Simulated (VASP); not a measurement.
HfSc2O3:

```xyz
6
Lattice="3.1770 0.0000 0.0000 -1.5885 2.7514 0.0000 0.0000 0.0000 7.7548" Properties=species:S:1:pos:R:3 pbc="T T T"
Hf    0.0000    0.0000    0.0000
Sc    0.0000    1.8342    5.1632
Sc    1.5885    0.9171    2.5917
O     0.0000    1.8342    1.3386
O     1.5885    0.9171    6.4162
O     0.0000    0.0000    3.8774
```

The cell was generated, and may not be a known phase.

- Program: VASP 6.6.1
- Task: relaxation of cell and atoms
- Functional: PBE
- Potentials or basis: VASP PAW PBE potentials, release 64 (Hf_pv, Sc_sv, O)
- Cutoff: 600 eV
- k mesh: 6 × 6 × 2
- Occupations: gaussian, width 0.1 eV
- Spin: no spin polarisation

At the start: pressure 1.7 GPa; volume 11.30 Å³/atom.

Where does the relaxation end?

Over 17 steps the energy falls by 32.1 meV/atom and the volume is 11.41 Å³/atom (+1.0 %); space group P-3m1 (No. 164, to 0.1 Å) before and after.

The path:
| step | energy change (eV) | largest force (eV/Å) | pressure (GPa) | volume (Å³) |
| --- | --- | --- | --- | --- |
| 1 | 0.0000 | 0.2905 | 1.72 | 67.79 |
| 2 | -0.0564 | 0.3537 | -1.11 | 68.97 |
| 3 | -0.0516 | 0.2560 | -8.93 | 72.50 |
| 4 | -0.0920 | 0.3156 | -5.18 | 70.68 |
| 5 | -0.1100 | 0.2934 | -5.03 | 70.61 |
| 6 | -0.1496 | 0.1942 | -4.59 | 70.37 |
| 7 | -0.1543 | 0.1668 | -3.03 | 69.81 |
| 8 | -0.1668 | 0.1936 | -3.96 | 70.14 |
| 9 | -0.1832 | 0.1716 | -2.11 | 69.34 |
| 10 | -0.1893 | 0.1458 | -0.14 | 68.56 |
| 11 | -0.1893 | 0.1416 | 0.04 | 68.49 |
| 12 | -0.1901 | 0.1168 | 0.02 | 68.50 |
| 13 | -0.1915 | 0.0663 | -0.05 | 68.53 |
| 14 | -0.1910 | 0.1349 | -0.16 | 68.58 |
| 15 | -0.1918 | 0.0721 | -0.09 | 68.55 |
| 16 | -0.1923 | 0.0466 | 0.04 | 68.51 |
| 17 | -0.1927 | 0.0077 | 0.22 | 68.44 |

Final structure:
```
Hf Sc O
1.0
     3.07849    0.00000    0.00000
    -1.53924    2.66605    0.00000
     0.00000    0.00000    8.33921
Hf Sc O
1 2 3
Cartesian
  0.0000 0.0000 0.0000
  0.0000 1.7774 5.4694
  1.5392 0.8887 2.8698
  0.0000 1.7774 1.5378
  1.5392 0.8887 6.8014
  0.0000 0.0000 4.1696
```

Caveat: the k points lie up to 0.39 Å⁻¹ apart in the final cell.
